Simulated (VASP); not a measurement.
Wanted: the native input for a VASP 6.6.1 run.

```yaml
Task: single point
Functional: PBE
Potentials_or_basis: VASP PAW PBE potentials, release 64 (Sn_d, O)
Cutoff: 600 eV
k_mesh: 5 × 5 × 5
Occupations: gaussian, width 0.2 eV
Spin: no spin polarisation
Dipole_correction: no
Further_INCAR_settings: ALGO = Normal; EDIFF = 1e-06; NBANDS = 24
```

The structure of SnO3 lies in POSCAR:

```
SnO3
1.0
    4.0696022653      0.0000000000      0.0000000000
    0.0000000000      4.0696022653      0.0000000000
    0.0000000000      0.0000000000      4.0696022653
Sn O
1 3
Direct
    0.0000000000      0.0000000000      0.0000000000
    0.5000000000      0.0000000000      0.0000000000
    0.0000000000      0.5000000000      0.0000000000
    0.0000000000      0.0000000000      0.5000000000
```

The input as run:

INCAR

```
SYSTEM = SnO3
  PREC = Accurate
  ENCUT = 600
  EDIFF = 1E-6
  ISMEAR = 0
  SIGMA = 0.2
  LREAL = .False.
  LASPH = .True.
  NELM = 120
  ALGO = Normal
  ISIF = 2
  LWAVE = .False.
  LCHARG = .False.
  GGA = PE
  NBANDS = 24
  GGA_COMPAT = .False.
```

KPOINTS

```
regular mesh
0
Gamma
  5 5 5
  0 0 0
```

Potentials or basis: VASP PAW PBE potentials, release 64 (Sn_d, O).

Command:

```sh
$ cat potpaw_PBE.64/Sn_d/POTCAR potpaw_PBE.64/O/POTCAR > POTCAR
$ mpirun -np 1 vasp_std > vasp.out
```

It gave:

```json
{
  "Pressure": "0.8 GPa",
  "Band gap on the k mesh": "zero (bands 16 and 17 overlap by 0.71 eV)"
}
```

Caveat: semilocal functionals underestimate gaps, and a narrow one can read as zero; spin-orbit coupling is left out, which moves the levels of the heavy elements.

Wall time 19 s on 1 thread of Intel(R) Xeon(R) Platinum 8375C CPU @ 2.90GHz (Ice Lake), with other jobs on the host, peak memory 0.21 GiB.
